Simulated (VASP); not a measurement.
# SiO2 (P6_422) in VASP: a series of runs

The runs below take SiO2 through single point, with r2SCAN.

Program: VASP 6.6.1. These are calculated values, not measurements. Logs are shortened: lines on timing, memory, paths and dates and some standing lists are left out, and cuts for length are marked.

### 1 The cell of the first run

Symmetry: P6_422, No. 181, hexagonal system. The conventional cell has a = 5.060 Å, b = 5.060 Å, c = 5.375 Å, α = 90.00°, β = 90.00°, γ = 120.00°. Within 2.1 Å of Si (site symmetry 222) lie 4 O at 1.59 Å. Within 2.1 Å of O (site symmetry 2) lie 2 Si at 1.59 Å.

### 2 Single point, r2SCAN (strain +0.000 along x and y, -0.030 along z)

File POSCAR:

```
SiO2
1.0
    5.0596778151      0.0000000000      0.0000000000
   -2.5298389075      4.3818095228      0.0000000000
    0.0000000000      0.0000000000      5.3748530148
Si O
3 6
Direct
    0.0000000000      0.5000000000      0.3333333333
    0.5000000000      0.5000000000      0.6666666667
    0.5000000000      0.0000000000      0.0000000000
    0.5834989535      0.7917494768      0.8333333333
    0.7917494768      0.5834989535      0.5000000000
    0.7917494768      0.2082505232      0.1666666667
    0.4165010465      0.2082505232      0.8333333333
    0.2082505232      0.4165010465      0.5000000000
    0.2082505232      0.7917494768      0.1666666667
```

File INCAR.step1:

```
PREC     = Accurate       # precision mode
ENCUT    = 520            # plane-wave cutoff, eV
ISMEAR   = 0              # smearing method
SIGMA    = 0.05           # smearing width, eV
LREAL    = False          # projectors in reciprocal space
LASPH    = True           # aspherical terms in the spheres
NELM     = 100            # most SCF steps
NBANDS   = 34             # bands
GGA      = PE             # functional
ALGO     = Normal         # electronic algorithm
EDIFF    = 1E-4           # SCF threshold, eV
LWAVE    = True           # write WAVECAR
LCHARG   = False          # write CHGCAR
```

File INCAR.step2:

```
PREC     = Accurate       # precision mode
ENCUT    = 520            # plane-wave cutoff, eV
EDIFF    = 1E-6           # SCF threshold, eV
ISMEAR   = 0              # smearing method
SIGMA    = 0.05           # smearing width, eV
LREAL    = False          # projectors in reciprocal space
LASPH    = True           # aspherical terms in the spheres
NELM     = 100            # most SCF steps
ALGO     = Normal         # electronic algorithm
ISIF     = 2              # what is computed and relaxed
LWAVE    = False          # write WAVECAR
LCHARG   = False          # write CHGCAR
METAGGA  = R2SCAN         # meta-GGA
LMIXTAU  = True         
NBANDS   = 34             # bands
ISTART   = 1
```

File KPOINTS:

```
Automatic mesh
0
Gamma
  6 6 4
```

Potentials or basis: VASP PAW PBE potentials, release 64 (Si, O).

Launch:

```
$ cat potpaw_PBE.64/Si/POTCAR potpaw_PBE.64/O/POTCAR > POTCAR
$ cp INCAR.step1 INCAR
$ mpirun -np 1 vasp_std > vasp.out
$ cp INCAR.step2 INCAR
$ mpirun -np 1 vasp_std > vasp.out
```

OUTCAR:

```text
PREC = Accurate
   ENCUT = 520
   EDIFF = 1E-6
   ISMEAR = 0
   LREAL = False
   LASPH = True
   NELM = 100
   ISIF = 2
   METAGGA = R2SCAN
   ISTART = 1

 ion  position               nearest neighbor table
   1  0.000  0.500  0.333-   6 1.59   9 1.59   8 1.59   5 1.59   3 3.10   3 3.10   2 3.10   2 3.10

   2  0.500  0.500  0.667-   4 1.59   7 1.59   5 1.59   8 1.59   3 3.10   3 3.10   1 3.10   1 3.10

   3  0.500  0.000  0.000-   4 1.59   7 1.59   6 1.59   9 1.59   2 3.10   2 3.10   1 3.10   1 3.10

   4  0.583  0.792  0.833-   3 1.59   2 1.59
   5  0.792  0.583  0.500-   1 1.59   2 1.59
   6  0.792  0.208  0.167-   1 1.59   3 1.59
   7  0.417  0.208  0.833-   3 1.59   2 1.59
   8  0.208  0.417  0.500-   1 1.59   2 1.59
   9  0.208  0.792  0.167-   1 1.59   3 1.59

  LATTYP: Found a hexagonal cell.
 ALAT       =     5.0596778151
 C/A-ratio  =     1.0622915552

  Lattice vectors:

 A1 = (   5.0596778151,   0.0000000000,   0.0000000000)
 A2 = (  -2.5298389075,   4.3818095228,   0.0000000000)
 A3 = (   0.0000000000,   0.0000000000,   5.3748530148)

Analysis of symmetry for initial positions (statically):
=====================================================================
 Subroutine PRICEL returns:
 Original cell was already a primitive cell.

 Routine SETGRP: Setting up the symmetry group for a
 hexagonal supercell.

 Subroutine GETGRP returns: Found 12 space group operations
 (whereof  4 operations were pure point group operations)
 out of a pool of 24 trial point group operations.

The static configuration has the point symmetry D_2 .
 The point group associated with its full space group is D_6 .

Analysis of symmetry for dynamics (positions and initial velocities):
=====================================================================
 Subroutine PRICEL returns:
 Original cell was already a primitive cell.

 Routine SETGRP: Setting up the symmetry group for a
 hexagonal supercell.

 Subroutine GETGRP returns: Found 12 space group operations
 (whereof  4 operations were pure point group operations)
 out of a pool of 24 trial point group operations.

The dynamic configuration has the point symmetry D_2 .
 The point group associated with its full space group is D_6 .

 Subroutine INISYM returns: Found 12 space group operations
 (whereof  4 operations are pure point group operations),
[... 109 lines left out ...]
   NSW    =      0    number of steps for IOM
   IBRION =     -1    ionic relax: 0-MD 1-quasi-New 2-CG
   NFREE  =      0    steps in history (QN), initial steepest desc. (CG)
   ISIF   =      2    stress and relaxation
   ISYM   =      2    0-nonsym 1-usesym 2-fastsym
   POTIM  = 0.5000    time-step for ionic-motion
   TEBEG  =    0.0;   TEEND  =   0.0 temperature during run
   PSTRESS=    0.0 pullay stress
   NELECT =      48.0000    total number of electrons
   NUPDOWN=      -1.0000    fix difference up-down
   EMIN   =  10.00;   EMAX   =-10.00  energy-range for DOS
   EFERMI =   0.00;   METHOD = LEGACY
   ISMEAR =     0;   SIGMA  =   0.05  broadening in eV -4-tet -1-fermi 0-gaus
   EFERMI_NEDOS =   21; number of points for ismear=-14 and -15
   IALGO  =     38    algorithm
   IMIX   =      4    mixing-type and parameters
     AMIX     =   0.40;   BMIX     =  1.00
     AMIX_MAG =   1.60;   BMIX_MAG =  1.00
  volume/ion in A,a.u.               =      13.24        89.35
  Fermi-wavevector in a.u.,A,eV,Ry     =   1.209041  2.284756 19.888717  1.461779
  Thomas-Fermi vector in A             =   2.344630
   LORBIT       =      0    0 simple, 1 ext, 2 COOP (PROOUT), +10 PAW based schemes
   METAGGA = R2SCAN    functional components
   LHFCALC =     F    Hartree Fock is set to
   AEXX    =    0.0000 exact exchange contribution
   IVDW    =     0    specifies the selected vdW correction
   LEPSILON=     F    determine dielectric tensor
   LRPA    =     F    only Hartree local field effects (RPA)
 non-spin polarized calculation
 Gauss-broadening in eV      SIGMA  =   0.05
  energy-cutoff  :      520.00
  volume of cell :      119.16
 maximum number of plane-waves:      3242
 NGX is ok and might be reduce to    40
   NGX = 19   NGY = 19   NGZ = 19

 number of electron      47.9999988 magnetization

 Free energy of the ion-electron system (eV)
  ---------------------------------------------------
  ext. energy  EPLUGINS =         0.00000000
  ---------------------------------------------------
  free energy    TOTEN  =       -89.26127740 eV

  energy without entropy =      -89.26127740  energy(sigma->0) =      -89.26127740

 E-fermi :   0.5355     XC(G=0):  -9.3377

 val. band max:        0.2895782782   @ k =   0.5000   0.0000   0.0000
 cond. band min:       6.7269595296   @ k =   0.0000   0.0000   0.0000
 fundamental gap:      6.4373812515
 Fermi energy:         0.5355297555

 k-point     1 :       0.0000    0.0000    0.0000
  band No.  band energies     occupation
      1     -20.2946      2.00000
      2     -18.7490      2.00000
      3     -18.7490      2.00000
      4     -18.2190      2.00000
      5     -18.1634      2.00000
      6     -18.1634      2.00000
[... 766 lines left out ...]
     33      12.7570      0.00000
     34      12.7998      0.00000

------------------------ aborting loop because EDIFF is reached ----------------------------------------

  FORCE on cell =-STRESS in cart. coord.  units (eV):
  Direction    XX          YY          ZZ          XY          YZ          ZX
  --------------------------------------------------------------------------------------
  -------------------------------------------------------------------------------------
  Total        4.1353438      4.1353438      5.6729979      0.0000000     -0.0000000      0.0000000
  in kB       55.6005712     55.6005712     76.2746552      0.0000000     -0.0000000      0.0000000
  external PRESSURE =      62.4919326 kB  Pullay stress =       0.0000000 kB

 VOLUME and BASIS-vectors are now :
 -----------------------------------------------------------------------------
  energy-cutoff  :      520.00
  volume of cell :      119.16
      direct lattice vectors                 reciprocal lattice vectors
     5.059677815  0.000000000  0.000000000     0.197641043  0.114108109  0.000000000
    -2.529838907  4.381809523  0.000000000     0.000000000  0.228216219  0.000000000
     0.000000000  0.000000000  5.374853015     0.000000000  0.000000000  0.186051599

 POSITION                                       TOTAL-FORCE (eV/Angst)
 -----------------------------------------------------------------------------------
     -1.26492      2.19090      1.79162         0.000000     -0.000000     -0.000000
      1.26492      2.19090      3.58324         0.000000     -0.000000      0.000000
      2.52984      0.00000      0.00000         0.000000     -0.000000      0.000000
      0.94932      3.46930      4.47904         0.177286      0.102356      0.000000
      2.52984      2.55678      2.68743         0.000000      0.204713      0.000000
      3.47916      0.91251      0.89581         0.177286     -0.102356     -0.000000
      1.58052      0.91251      4.47904        -0.177286     -0.102356      0.000000
     -0.00000      1.82503      2.68743        -0.000000     -0.204713      0.000000
     -0.94932      3.46930      0.89581        -0.177286      0.102356     -0.000000
 -----------------------------------------------------------------------------------
    total drift:                                0.000000      0.000000     -0.000000

  FREE ENERGIE OF THE ION-ELECTRON SYSTEM (eV)
  ---------------------------------------------------
  free  energy   TOTEN  =       -89.2612773989 eV

  energy  without entropy=      -89.2612773989  energy(sigma->0) =      -89.26127740
```

It took 3.5 min on 1 thread of AMD EPYC 9R45 (Zen 5), shared host; peak memory 0.23 GiB.

What came out:

```
Free energy            : -89.2613 eV
Pressure               : 6.2 GPa
Largest force          : 0.205 eV/Å
Band gap on the k mesh : 6.44 eV, indirect (least direct gap 6.72 eV)
```

Forces in eV/Å, atoms in the order of the input:
```
Si   0.000  0.000  0.000
Si   0.000  0.000  0.000
Si   0.000  0.000  0.000
O    0.177  0.102  0.000
O    0.000  0.205  0.000
O    0.177 -0.102  0.000
O   -0.177 -0.102  0.000
O    0.000 -0.205  0.000
O   -0.177  0.102  0.000
```

Stress tensor (GPa, compression positive):
```
5.56 0.00 0.00
0.00 5.56 0.00
0.00 0.00 7.63
```

Levels at points of the mesh, in eV from the valence-band top:
```tsv
k point	band 20	band 21	band 22	band 23	band 24	band 25	band 26	band 27	band 28	band 29
(0.00, 0.00, 0.00)	-1.01	-1.01	-0.49	-0.49	-0.28	6.44	9.91	9.91	10.22	10.22
(0.50, 0.00, 0.00)	-1.24	-1.21	-1.03	-0.34	0.00	8.54	9.42	10.53	10.56	10.72
(0.00, 0.00, 0.50)	-1.86	-1.30	-0.23	-0.04	-0.04	8.37	8.37	9.46	11.08	11.08
(0.50, 0.00, 0.50)	-1.32	-0.98	-0.74	-0.67	-0.41	9.73	10.11	10.35	10.49	10.57
```

Caveat: the cell differs from its parent crystal (strain +0.000 along x and y, -0.030 along z); the PAW data sets were made with another functional, which shifts forces and pressure a little. A k mesh can miss the band edges.

### 3 Single point, r2SCAN (strain -0.015 along x and y, +0.000 along z)

POSCAR, as its differences from that of step 2:

```diff
@@ -2,5 +2,5 @@
 1.0
-    5.0596778151      0.0000000000      0.0000000000
-   -2.5298389075      4.3818095228      0.0000000000
-    0.0000000000      0.0000000000      5.3748530148
+    4.9837826479      0.0000000000      0.0000000000
+   -2.4918913239      4.3160823800      0.0000000000
+    0.0000000000      0.0000000000      5.5410855823
 Si O
```

File INCAR.step1:

```
ALGO     = Normal         # electronic algorithm
EDIFF    = 1E-4           # SCF threshold, eV
ENCUT    = 520            # plane-wave cutoff, eV
GGA      = PE             # functional
ISMEAR   = 0              # smearing method
LASPH    = True           # aspherical terms in the spheres
LCHARG   = False          # write CHGCAR
LREAL    = False          # projectors in reciprocal space
LWAVE    = True           # write WAVECAR
NBANDS   = 34             # bands
NELM     = 100            # most SCF steps
PREC     = Accurate       # precision mode
SIGMA    = 0.05           # smearing width, eV
```

File INCAR.step2:

```
ALGO     = Normal         # electronic algorithm
EDIFF    = 1E-6           # SCF threshold, eV
ENCUT    = 520            # plane-wave cutoff, eV
ISIF     = 2              # what is computed and relaxed
ISMEAR   = 0              # smearing method
ISTART   = 1            
LASPH    = True           # aspherical terms in the spheres
LCHARG   = True           # write CHGCAR
LELF     = True           # ELF
LMIXTAU  = True         
LREAL    = False          # projectors in reciprocal space
LVHAR    = True         
LWAVE    = False          # write WAVECAR
METAGGA  = R2SCAN         # meta-GGA
NBANDS   = 34             # bands
NELM     = 100            # most SCF steps
PREC     = Accurate       # precision mode
SIGMA    = 0.05           # smearing width, eV
```

File KPOINTS:

```
k-points
0
Gamma
  6 6 4
```

Potentials or basis: VASP PAW PBE potentials, release 64 (Si, O).

Launch:

```
$ cat potpaw_PBE.64/Si/POTCAR potpaw_PBE.64/O/POTCAR > POTCAR
$ cp INCAR.step1 INCAR
$ mpirun -np 1 vasp_std > vasp.out
$ cp INCAR.step2 INCAR
$ mpirun -np 1 vasp_std > vasp.out
```

It took 3.2 min on 1 thread of AMD EPYC 9R45 (Zen 5), shared host; peak memory 0.25 GiB.

It converged, with:

- Free energy: -89.2757 eV
- Pressure: 6.2 GPa
- Largest force: 0.259 eV/Å
- Band gap on the k mesh: 6.43 eV, indirect (least direct gap 6.59 eV)

Forces in eV/Å, atoms in the order of the input:
```
Si   0.000  0.000  0.000
Si   0.000  0.000  0.000
Si   0.000  0.000  0.000
O    0.224  0.130  0.000
O    0.000  0.259  0.000
O    0.224 -0.130  0.000
O   -0.224 -0.130  0.000
O    0.000 -0.259  0.000
O   -0.224  0.130  0.000
```

Stress tensor (GPa, compression positive):
```
6.55 0.00 0.00
0.00 6.55 0.00
0.00 0.00 5.59
```

Levels at points of the mesh, in eV from the valence-band top:
```csv
k point,band 21,band 22,band 23,band 24,band 25,band 26,band 27,band 28
"(0.00, 0.00, 0.00)",-1.07,-0.49,-0.49,-0.17,6.43,9.85,9.85,10.23
"(0.50, 0.00, 0.00)",-1.22,-1.08,-0.39,-0.01,8.57,9.45,10.51,10.75
"(0.00, 0.00, 0.50)",-1.19,-0.33,0.00,0.00,8.29,8.29,9.26,10.85
"(0.50, 0.00, 0.50)",-0.98,-0.78,-0.75,-0.35,9.79,9.96,10.23,10.34
```

Caveat: the cell differs from its parent crystal (strain -0.015 along x and y, +0.000 along z); the PAW data sets were made with another functional, which shifts forces and pressure a little. A k mesh can miss the band edges.

### 4 Single point, r2SCAN (strain +0.000 along x and y, -0.015 along z)

POSCAR, as its differences from that of step 3:

```diff
@@ -2,5 +2,5 @@
 1.0
-    4.9837826479      0.0000000000      0.0000000000
-   -2.4918913239      4.3160823800      0.0000000000
-    0.0000000000      0.0000000000      5.5410855823
+    5.0596778151      0.0000000000      0.0000000000
+   -2.5298389075      4.3818095228      0.0000000000
+    0.0000000000      0.0000000000      5.4579692986
 Si O
```

File INCAR.step1:

```
ALGO = Normal
EDIFF = 1E-4
ENCUT = 520
GGA = PE
ISMEAR = 0
LASPH = True
LCHARG = False
LREAL = False
LWAVE = True
NBANDS = 34
NELM = 60
PREC = Accurate
SIGMA = 0.05
```

File INCAR.step2:

```
ALGO = Normal
EDIFF = 1E-6
ENCUT = 520
ISIF = 2
ISMEAR = 0
ISTART = 1
LASPH = True
LCHARG = True
LELF = True
LMIXTAU = True
LREAL = False
LVHAR = True
LWAVE = False
METAGGA = R2SCAN
NBANDS = 34
NELM = 60
PREC = Accurate
SIGMA = 0.05
```

KPOINTS is that of step 3.

Launch:

```
$ cat potpaw_PBE.64/Si/POTCAR potpaw_PBE.64/O/POTCAR > POTCAR
$ cp INCAR.step1 INCAR
$ mpirun -np 1 vasp_std > vasp.out
$ cp INCAR.step2 INCAR
$ mpirun -np 1 vasp_std > vasp.out
```

Wall time 2.8 min (1 thread of AMD EPYC 9R45 (Zen 5), shared host); peak memory 0.25 GiB.

The run converged. Its results:

```
Free energy            : -89.3300 eV
Pressure               : 3.1 GPa
Largest force          : 0.093 eV/Å
Band gap on the k mesh : 6.37 eV, indirect (least direct gap 6.61 eV)
```

Forces on the atoms (eV/Å):
```
Si   0.000  0.000  0.000
Si   0.000  0.000  0.000
Si   0.000  0.000  0.000
O    0.080  0.046  0.000
O    0.000  0.093  0.000
O    0.080 -0.046  0.000
O   -0.080 -0.046  0.000
O    0.000 -0.093  0.000
O   -0.080  0.046  0.000
```

Stress tensor (GPa, compression positive):
```
2.73 0.00 0.00
0.00 2.73 0.00
0.00 0.00 3.86
```

Levels at points of the mesh, in eV from the valence-band top:
```csv
k point,band 22,band 23,band 24,band 25,band 26,band 27
"(0.00, 0.00, 0.00)",-0.48,-0.48,-0.24,6.37,9.83,9.83
"(0.50, 0.00, 0.00)",-1.02,-0.34,0.00,8.48,9.35,10.48
"(0.00, 0.00, 0.50)",-0.26,-0.02,-0.02,8.27,8.27,9.35
"(0.50, 0.00, 0.50)",-0.73,-0.68,-0.38,9.64,10.01,10.18
```

Caveat: the cell differs from its parent crystal (strain +0.000 along x and y, -0.015 along z); the PAW data sets were made with another functional, which shifts forces and pressure a little. A k mesh can miss the band edges.

### 5 Summary

| cell | gap on the mesh (eV) | pressure (GPa) | largest force (eV/Å) |
| --- | --- | --- | --- |
| a = 5.060, b = 5.060, c = 5.375 Å, angles 90.0, 90.0, 120.0°, 9 atoms | 6.44 | 6.2 | 0.20 |
| a = 4.984, b = 4.984, c = 5.541 Å, angles 90.0, 90.0, 120.0°, 9 atoms | 6.43 | 6.2 | 0.26 |
| a = 5.060, b = 5.060, c = 5.458 Å, angles 90.0, 90.0, 120.0°, 9 atoms | 6.37 | 3.1 | 0.09 |

Alike in all rows: task single point; level r2SCAN; potentials or basis VASP PAW PBE potentials, release 64 (Si, O); no spin polarisation; k mesh 6 × 6 × 4; cutoff (eV) 520; smearing gaussian 0.05 eV.

Caveats: the PAW data sets were made with another functional, which shifts forces and pressure a little.

Total energies depend on the potentials used, so only differences within one code and one set of settings carry meaning.
